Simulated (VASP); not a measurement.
# Li7Nb8O24 (a cell with a defect) in VASP: further runs, part 2 of 2

VASP 6.6.1. The steps go on from the part before.

## (3) Single point, PBEsol

The input, INCAR:

```
ALGO = Normal
EDIFF = 1E-6
ENCUT = 520
GGA = PS
ISIF = 2
ISMEAR = -1
LASPH = T
LCHARG = F
LREAL = Auto
LWAVE = F
NBANDS = 160
NELECT = 270.0
NELM = 60
PREC = Accurate
SIGMA = 0.05
```

The input, KPOINTS:

```
k-points
0
Gamma
  2 2 2
```

The input, POSCAR:

```
Li7Nb8O24
1.0
   -5.2028130000     -3.0038450000      4.6691290000
    5.2028130000     -3.0038450000      4.6691290000
    0.0000000000      6.0076910000      4.6691290000
Li Nb O
7 8 24
Direct
    0.2629599690      0.2632867153      0.2515215033
    0.7147547983      0.7604992831      0.7105283205
    0.7725136103      0.8654441077      0.2374241787
    0.2344108987      0.2754848331      0.7120452341
    0.2062210550      0.7277081813      0.1160310454
    0.1678579078      0.7229422439      0.6701119584
    0.7495364699      0.2613005867      0.2381110877
    0.0250035021     -0.0142637174     -0.0368260204
    0.4799754445      0.5212223623      0.4292402898
    0.4710300948      0.4776803434     -0.0689317899
   -0.0034288801      0.0345505745      0.4828285520
    0.4956654167      0.0164631082      0.4745008871
   -0.0395085092      0.4896091046     -0.0622980738
   -0.0297075277      0.5342373998      0.4369947678
    0.4920593933     -0.0179147303     -0.0100109884
    0.5518344787      0.4975753693      0.1837751850
    0.2221812854      0.5827554594      0.3920316834
    0.4187460819      0.2694422342      0.4747266516
    0.7261908332      0.4914139923      0.4975116342
    0.4101072882      0.5132630234      0.6864802623
    0.5443605719      0.8002221606      0.3788007936
    0.0435974397      0.9455326044      0.2063177579
    0.7487890711      0.0691759464      0.3800528569
    0.9161241196      0.7742969965      0.5142513185
    0.2272488469      0.9419583704      0.5188378120
    0.9309936563      0.0717853780      0.7163638723
    0.0448222420      0.2601288463      0.3720274231
    0.0442451915      0.4771840651      0.7018824146
    0.7072736932      0.5790738137      0.8688510323
    0.9264797754      0.2544010364      0.0266463309
    0.2238265837      0.4752290461     -0.0059499135
    0.9383194150      0.5912956030      0.1993155813
    0.0141426181      0.7609886032      0.9125925490
    0.5080293842      0.9658970800      0.7135264847
    0.2354294152      0.0704417441      0.8806028061
    0.4252069969      0.7568929522     -0.0217978885
    0.7240641596      0.9643956880      0.0136777459
    0.3854903896      0.0617808886      0.2064909118
    0.5081223852      0.2505886241      0.9290341783
```

Potentials or basis: VASP PAW PBE potentials, release 64 (Li_sv, Nb_sv, O).

On the command line:

```sh
$ cat potpaw_PBE.64/Li_sv/POTCAR potpaw_PBE.64/Nb_sv/POTCAR potpaw_PBE.64/O/POTCAR > POTCAR
$ mpirun -np 1 vasp_std > vasp.out
```

Run time: 29 min. Hardware: 1 thread of Oxide Virtual Turin-like, shared host; peak memory 0.68 GiB.

The run converged. Its results:

| Item | Value |
| --- | --- |
| Free energy | -318.6569 eV |
| Largest force | 4.891 eV/Å |

Forces on the atoms (eV/Å):
```
Li   0.417 -0.320  0.063
Li   0.270 -0.664  0.088
Li  -0.582  0.543  0.165
Li  -0.175 -0.307  0.230
Li  -0.594  1.076 -0.020
Li  -0.286 -0.145  0.014
Li   0.269 -0.937  0.121
Nb   4.635 -0.335  1.525
Nb   0.383 -0.534  0.044
Nb   2.052 -1.833  2.455
Nb  -0.148 -0.042 -1.021
Nb   0.292 -0.380 -0.657
Nb   0.695  1.643 -0.296
Nb   0.617 -0.728  0.082
Nb   2.403  0.572 -0.681
O   -0.489  1.843 -0.351
O   -0.881 -0.471  0.682
O    0.238 -0.751  0.002
O   -0.115  0.109 -0.779
O    0.747 -0.615  0.539
O   -1.656  1.370 -1.201
O   -0.152 -0.269 -0.512
O    0.877  1.781 -0.279
O   -0.800  0.216 -0.124
O    0.094 -0.251  0.620
O    0.063 -0.453 -0.151
O    1.271  0.786  1.139
O   -0.369  0.147 -0.404
O   -2.667  0.310  0.846
O    1.216 -1.273  0.529
O    0.701  1.040 -0.467
O   -0.270  0.207 -1.024
O   -2.187 -0.491 -1.699
O   -1.023 -1.413  0.369
O   -0.028  0.168  0.267
O    0.206  1.116 -0.655
O   -1.670 -0.518  1.108
O   -1.208 -0.371  0.431
O   -2.143  0.180 -0.997
```

Levels at points of the mesh, in eV from the Fermi level:
```
           k point  band 131  band 132  band 133  band 134  band 135  band 136  band 137  band 138  band 139  band 140
(0.00, 0.00, 0.00)     -1.62     -1.60     -1.49     -1.41     -1.11      1.09      1.32      1.65      1.77      2.15
(0.50, 0.00, 0.00)     -1.64     -1.63     -1.57     -1.46     -1.10      1.58      1.68      1.90      1.92      2.07
(0.00, 0.50, 0.00)     -1.61     -1.53     -1.52     -1.46     -1.23      1.33      1.51      1.95      2.03      2.41
(0.00, 0.00, 0.50)     -1.63     -1.55     -1.46     -1.34     -1.27      1.11      1.87      2.01      2.09      2.14
(0.50, 0.50, 0.00)     -1.59     -1.57     -1.54     -1.46     -1.22      1.85      1.93      2.04      2.20      2.35
(0.50, 0.00, 0.50)     -1.55     -1.51     -1.48     -1.35     -1.31      1.82      1.96      1.97      2.02      2.22
(0.00, 0.50, 0.50)     -1.57     -1.50     -1.48     -1.42     -1.31      1.51      1.91      2.08      2.18      2.29
(0.50, 0.50, 0.50)     -1.54     -1.48     -1.45     -1.37     -1.30      1.97      2.06      2.13      2.27      2.30
```

Caveat: the cell carries a net charge on a neutralising background, which shifts energy and pressure; the cell is charged against a uniform background, so pressure and absolute levels hang on convention; the cutoff is under 1.25 times the usual one of these potentials, so pressure, stress and relaxed cells hold a basis-set (Pulay) error; the PAW data sets were made with another functional, which shifts forces and pressure a little.

## (4) Single point, PBEsol

The input, INCAR:

```
PREC = Accurate ; ENCUT = 520
EDIFF = 1E-7 ; ISMEAR = -1
SIGMA = 0.05 ; LREAL = Auto
LASPH = True ; NELM = 60
ALGO = Normal ; ISIF = 2
LWAVE = False ; LCHARG = False
GGA = PS ; NBANDS = 160
NELECT = 270.0
```

The input, KPOINTS:

```
Automatic mesh
0
Gamma
  2 2 2
```

The input, POSCAR:

```
Li7Nb8O24
1.0
   -5.2028130000     -3.0038450000      4.6691290000
    5.2028130000     -3.0038450000      4.6691290000
    0.0000000000      6.0076910000      4.6691290000
Li Nb O
7 8 24
Direct
    0.2331839159      0.2429670851      0.2456324408
    0.7323610161      0.8258296839      0.7508480951
    0.7178432236      0.7607623137      0.2277084241
    0.2456086769      0.2956585250      0.7291624649
    0.1451222798      0.6944981655      0.1797345564
    0.1776809634      0.7182923596      0.6847497626
    0.6970049448      0.2719848643      0.1866432866
   -0.0502970407      0.0216255904     -0.0539349631
    0.4177846131      0.4978182411      0.4297872603
    0.4855757847      0.5454664631     -0.0738401658
   -0.0526288813     -0.0142457989      0.4550198781
    0.4559617880     -0.0132267067      0.4905224920
   -0.0354977920      0.4925434811     -0.0186769912
   -0.0830837020      0.4604491907      0.4907621641
    0.4319576274      0.0386127195     -0.0244485970
    0.4902819934      0.4801720778      0.1841295781
    0.1776984455      0.5359469545      0.3909289221
    0.3708403444      0.2409682925      0.4631027652
    0.6867724240      0.4225499736      0.4909760734
    0.3766201056      0.5637880857      0.6966637337
    0.5072840615      0.7148640764      0.4107474192
   -0.0136602151      0.9509525819      0.1931326011
    0.6756794576      0.0534583629      0.3903857566
    0.8958927095      0.7376321685      0.4967225407
    0.2115118017      0.9018114531      0.4767805954
    0.8791451824      0.0282401047      0.7072841726
   -0.0194125885      0.2303369220      0.4130678500
    0.0188356353      0.4138142748      0.7190638249
    0.7129229137      0.5726141999      0.8753370023
    0.8706536274      0.2530069813      0.0083064027
    0.1955170410      0.4445553977      0.0213357169
    0.8661875056      0.5399793563      0.2185044633
    0.0092848032      0.7263776528      0.9325073461
    0.5143238726      0.9248902335      0.7014635235
    0.1853482360      0.0378126624      0.8804282292
    0.3791929855      0.7521258585      0.0065593342
    0.6708608455      0.9363133998     -0.0173274023
    0.3974429456      0.0488046225      0.2177306600
    0.4908156057      0.2538668628      0.8915756002
```

Potentials or basis: VASP PAW PBE potentials, release 64 (Li_sv, Nb_sv, O).

On the command line:

```sh
$ cat potpaw_PBE.64/Li_sv/POTCAR potpaw_PBE.64/Nb_sv/POTCAR potpaw_PBE.64/O/POTCAR > POTCAR
$ mpirun -np 1 vasp_std > vasp.out
```

OUTCAR:

```text
PREC = Accurate
   ENCUT = 520
   EDIFF = 1E-7
   ISMEAR = -1
   LREAL = Auto
   LASPH = True
   NELM = 60
   ISIF = 2
   GGA = PS
   NELECT = 270.0

 ion  position               nearest neighbor table
   1  0.233  0.243  0.246-  38 1.89  18 2.01  31 2.24  27 2.24
   2  0.732  0.826  0.751-  34 1.83  26 1.96  37 2.02  29 2.10
   3  0.718  0.761  0.228-  32 1.96  21 2.09  37 2.26
   4  0.246  0.296  0.729-  28 1.90  18 2.23  35 2.27
   5  0.145  0.694  0.180-  17 1.96  36 2.20  33 2.20  22 2.23  13 2.72
   6  0.178  0.718  0.685-  20 1.86  25 2.06  33 2.21
   7  0.697  0.272  0.187-  30 1.84  16 2.16  23 2.21
   8  0.950  0.022  0.946-  35 1.84  30 1.90  26 1.92  22 1.95  37 2.25  33 2.27
   9  0.418  0.498  0.430-  21 1.82  17 1.87  16 1.92  18 2.01  20 2.12  19 2.16
  10  0.486  0.545  0.926-  29 1.77  36 1.84  20 1.97  16 2.00  39 2.25  31 2.43
  11  0.947  0.986  0.455-  27 1.90  24 1.95  26 2.00  22 2.03  25 2.08  23 2.18
  12  0.456  0.987  0.491-  34 1.72  23 1.88  18 2.00  25 2.02  38 2.17  21 2.20
  13  0.965  0.493  0.981-  31 1.81  33 1.84  32 1.95  30 1.99  28 2.13  29 2.16   5 2.72
  14  0.917  0.460  0.491-  19 1.79  27 1.91  28 1.95  24 2.11  32 2.17  17 2.18
  15  0.432  0.039  0.976-  39 1.79  38 1.85  37 1.93  35 2.05  36 2.24  34 2.34
  16  0.490  0.480  0.184-   9 1.92  10 2.00   7 2.16
  17  0.178  0.536  0.391-   9 1.87   5 1.96  14 2.18
  18  0.371  0.241  0.463-  12 2.00   9 2.01   1 2.01   4 2.23
  19  0.687  0.423  0.491-  14 1.79   9 2.16
  20  0.377  0.564  0.697-   6 1.86  10 1.97   9 2.12
  21  0.507  0.715  0.411-   9 1.82   3 2.09  12 2.20
  22  0.986  0.951  0.193-   8 1.95  11 2.03   5 2.23
  23  0.676  0.053  0.390-  12 1.88  11 2.18   7 2.21
  24  0.896  0.738  0.497-  11 1.95  14 2.11
  25  0.212  0.902  0.477-  12 2.02   6 2.06  11 2.08
  26  0.879  0.028  0.707-   8 1.92   2 1.96  11 2.00
  27  0.981  0.230  0.413-  11 1.90  14 1.91   1 2.24
  28  0.019  0.414  0.719-   4 1.90  14 1.95  13 2.13
  29  0.713  0.573  0.875-  10 1.77   2 2.10  13 2.16
  30  0.871  0.253  0.008-   7 1.84   8 1.90  13 1.99
  31  0.196  0.445  0.021-  13 1.81   1 2.24  10 2.43
  32  0.866  0.540  0.219-  13 1.95   3 1.96  14 2.17
  33  0.009  0.726  0.933-  13 1.84   5 2.20   6 2.21   8 2.27
  34  0.514  0.925  0.701-  12 1.72   2 1.83  15 2.34
  35  0.185  0.038  0.880-   8 1.84  15 2.05   4 2.27
  36  0.379  0.752  0.007-  10 1.84   5 2.20  15 2.24
  37  0.671  0.936  0.983-  15 1.93   2 2.02   8 2.25   3 2.26
  38  0.397  0.049  0.218-  15 1.85   1 1.89  12 2.17
  39  0.491  0.254  0.892-  15 1.79  10 2.25

  LATTYP: Found a trigonal (rhomboedric) cell.
 ALAT       =     7.6087524283
 COS(alpha) =     0.0648537807

  Lattice vectors:

 A1 = (  -5.2028130000,  -3.0038450000,   4.6691290000)
 A2 = (   5.2028130000,  -3.0038450000,   4.6691290000)
 A3 = (   0.0000000000,   6.0076910000,   4.6691290000)

Analysis of symmetry for initial positions (statically):
=====================================================================
 Subroutine PRICEL returns:
 Original cell was already a primitive cell.

 Routine SETGRP: Setting up the symmetry group for a
 trigonal (rhombohedral) supercell.

 Subroutine GETGRP returns: Found  1 space group operations
 (whereof  1 operations were pure point group operations)
 out of a pool of 12 trial point group operations.

The static configuration has the point symmetry C_1 .

Analysis of symmetry for dynamics (positions and initial velocities):
[... 148 lines left out ...]
 -0.000000  0.500000  0.500000      1.000000
  0.500000  0.500000  0.500000      1.000000
   k-points           NKPTS =      8   k-points in BZ     NKDIM =      8   number of bands    NBANDS=    160
   number of dos      NEDOS =    301   number of ions     NIONS =     39
   total plane-waves  NPLWV = 216000
   dimension x,y,z NGX =    60 NGY =   60 NGZ =   60
   dimension x,y,z NGXF=   120 NGYF=  120 NGZF=  120
   ions per type =               7   8  24
   NGX,Y,Z   is equivalent  to a cutoff of  13.11, 13.11, 13.11 a.u.
   NGXF,Y,Z  is equivalent  to a cutoff of  26.22, 26.22, 26.22 a.u.
 SYSTEM =  unknown system
   PREC   = accura    normal or accurate (medium, high low for compatibility)
   ISTART =      0    job   : 0-new  1-cont  2-samecut
   ICHARG =      2    charge: 1-file 2-atom 10-const
   ISPIN  =      1    spin polarized calculation?
   LNONCOLLINEAR =      F non collinear calculations
   LSORBIT =      F    spin-orbit coupling
   LASPH  =      T    aspherical Exc in radial PAW
   ENCUT  =  520.0 eV  38.22 Ry    6.18 a.u.  14.15 14.15 14.15*2*pi/ulx,y,z
   NELM   =     60;   NELMIN=  2; NELMDL= -5     # of ELM steps
   EDIFF  = 0.1E-06   stopping-criterion for ELM
   LREAL  =      T    real-space projection
   EDIFFG = 0.1E-05   stopping-criterion for IOM
   NSW    =      0    number of steps for IOM
   IBRION =     -1    ionic relax: 0-MD 1-quasi-New 2-CG
   NFREE  =      0    steps in history (QN), initial steepest desc. (CG)
   ISIF   =      2    stress and relaxation
   ISYM   =      2    0-nonsym 1-usesym 2-fastsym
   POTIM  = 0.5000    time-step for ionic-motion
   TEBEG  =    0.0;   TEEND  =   0.0 temperature during run
   PSTRESS=    0.0 pullay stress
   NELECT =     270.0000    total number of electrons
   NUPDOWN=      -1.0000    fix difference up-down
   EMIN   =  10.00;   EMAX   =-10.00  energy-range for DOS
   EFERMI =   0.00;   METHOD = LEGACY
   ISMEAR =    -1;   SIGMA  =   0.05  broadening in eV -4-tet -1-fermi 0-gaus
   EFERMI_NEDOS =   21; number of points for ismear=-14 and -15
   IALGO  =     38    algorithm
   IMIX   =      4    mixing-type and parameters
     AMIX     =   0.40;   BMIX     =  1.00
     AMIX_MAG =   1.60;   BMIX_MAG =  1.00
  volume/ion in A,a.u.               =      11.23        75.76
  Fermi-wavevector in a.u.,A,eV,Ry     =   1.393462  2.633261 26.418925  1.941736
  Thomas-Fermi vector in A             =   2.517106
   LORBIT       =      0    0 simple, 1 ext, 2 COOP (PROOUT), +10 PAW based schemes
   GGA     = PS    functional components
   LHFCALC =     F    Hartree Fock is set to
   AEXX    =    0.0000 exact exchange contribution
   IVDW    =     0    specifies the selected vdW correction
   LEPSILON=     F    determine dielectric tensor
   LRPA    =     F    only Hartree local field effects (RPA)
 non-spin polarized calculation
  energy-cutoff  :      520.00
  volume of cell :      437.83
 maximum number of plane-waves:     11822
 NGX is ok and might be reduce to    60
   NGX = 29   NGY = 29   NGZ = 29

 number of electron     269.9999983 magnetization

 Free energy of the ion-electron system (eV)
  ---------------------------------------------------
  ext. energy  EPLUGINS =         0.00000000
  ---------------------------------------------------
  free energy    TOTEN  =      -318.38565897 eV

  energy without entropy =     -318.38565897  energy(sigma->0) =     -318.38565897

 E-fermi :   4.7736     XC(G=0): -10.8000

 val. band max:        3.5254609307   @ k =   0.5000  -0.0000   0.0000
 cond. band min:       5.9201432240   @ k =   0.5000  -0.0000   0.0000
 fundamental gap:      2.3946822933
 Fermi energy:         4.7735627442

 k-point     1 :       0.0000    0.0000    0.0000
  band No.  band energies     occupation
      1     -51.4428      2.00000
      2     -51.3771      2.00000
      3     -51.0136      2.00000
      4     -50.8295      2.00000
      5     -50.7340      2.00000
      6     -50.7165      2.00000
[... 1189 lines left out ...]
    146       7.5988      0.00000
    147       7.6599      0.00000
 [bands above 147 left out]

------------------------ aborting loop because EDIFF is reached ----------------------------------------

  FORCE on cell =-STRESS in cart. coord.  units (eV):
  Direction    XX          YY          ZZ          XY          YZ          ZX
  --------------------------------------------------------------------------------------
  -------------------------------------------------------------------------------------
  Total        6.9290005     14.2475414      8.7325308     -1.6076583     -3.1140284     -0.8294844
  in kB       25.3558555     52.1371879     31.9556607     -5.8830347    -11.3954175     -3.0353998
  external PRESSURE =      36.4829014 kB  Pullay stress =       0.0000000 kB

 VOLUME and BASIS-vectors are now :
 -----------------------------------------------------------------------------
  energy-cutoff  :      520.00
  volume of cell :      437.83
      direct lattice vectors                 reciprocal lattice vectors
    -5.202813000 -3.003845000  4.669129000    -0.096101859 -0.055484437  0.071390906
     5.202813000 -3.003845000  4.669129000     0.096101859 -0.055484437  0.071390906
     0.000000000  6.007691000  4.669129000     0.000000000  0.110968874  0.071390895

 POSITION                                       TOTAL-FORCE (eV/Angst)
 -----------------------------------------------------------------------------------
      0.05090      0.04540      3.37010         0.566475      0.167503      0.391312
      0.48630     -0.16970     10.78120        -0.506680      0.373829      0.041472
      0.22330     -3.07350      7.96700         0.203127      0.110994     -0.072857
      0.26040      2.75470      5.93180         0.051700     -0.083897      0.268573
      2.85830     -1.44230      4.75950         0.112276     -0.361281      0.321051
      2.81270      1.42240      7.38060         0.275632      0.080175     -0.049209
[... 31 lines left out ...]
     -1.81390     -0.03240      3.10020         0.506222     -2.052937     -1.699986
     -1.23280      3.11940      7.63990         1.537286     -0.848740      0.756588
 -----------------------------------------------------------------------------------
    total drift:                               -0.020400     -0.012747     -0.004989

  FREE ENERGIE OF THE ION-ELECTRON SYSTEM (eV)
  ---------------------------------------------------
  free  energy   TOTEN  =      -318.3856589730 eV

  energy  without entropy=     -318.3856589729  energy(sigma->0) =     -318.38565897
```

Wall time 34 min (1 thread of Oxide Virtual Turin-like, shared host); peak memory 0.67 GiB.

Results:

- Free energy: -318.3857 eV
- Largest force: 4.986 eV/Å

Forces in eV/Å, atoms in the order of the input:
```
Li   0.566  0.168  0.391
Li  -0.507  0.374  0.041
Li   0.203  0.111 -0.073
Li   0.052 -0.084  0.269
Li   0.112 -0.361  0.321
Li   0.276  0.080 -0.049
Li   0.332  0.892  0.257
Nb   0.534  1.889 -1.001
Nb  -0.279 -0.068  0.756
Nb   2.362  2.263 -2.372
Nb  -1.856  0.193 -1.120
Nb   1.451 -3.251 -3.490
Nb   0.473  0.083  0.202
Nb   1.006 -0.965  1.316
Nb  -4.021  1.659 -0.494
O   -1.751  0.192 -0.719
O    0.298  0.197 -0.237
O   -0.398  1.928  0.757
O    0.237  1.086 -0.054
O   -1.071  0.675 -0.494
O    1.676 -1.825  1.953
O    0.078  0.588 -0.077
O   -2.049 -0.731  0.935
O    0.281  0.629  0.190
O    2.416  1.237  0.024
O   -0.728 -0.866 -0.557
O   -0.796 -1.086  0.181
O    0.947 -0.627 -0.541
O   -0.608 -1.263  0.749
O   -0.995  0.571 -0.890
O   -1.216  0.477 -0.019
O   -0.895 -0.766 -0.168
O    1.953 -1.732  0.668
O   -0.070  2.847  1.750
O   -0.004 -1.145  1.113
O    0.291 -0.595 -0.005
O   -0.344  0.128  1.428
O    0.506 -2.053 -1.700
O    1.537 -0.849  0.757
```

Caveat: the cell carries a net charge on a neutralising background, which shifts energy and pressure; the cell is charged against a uniform background, so pressure and absolute levels hang on convention; the cutoff is under 1.25 times the usual one of these potentials, so pressure, stress and relaxed cells hold a basis-set (Pulay) error; the atoms stand as in a frame of molecular dynamics; the PAW data sets were made with another functional, which shifts forces and pressure a little.
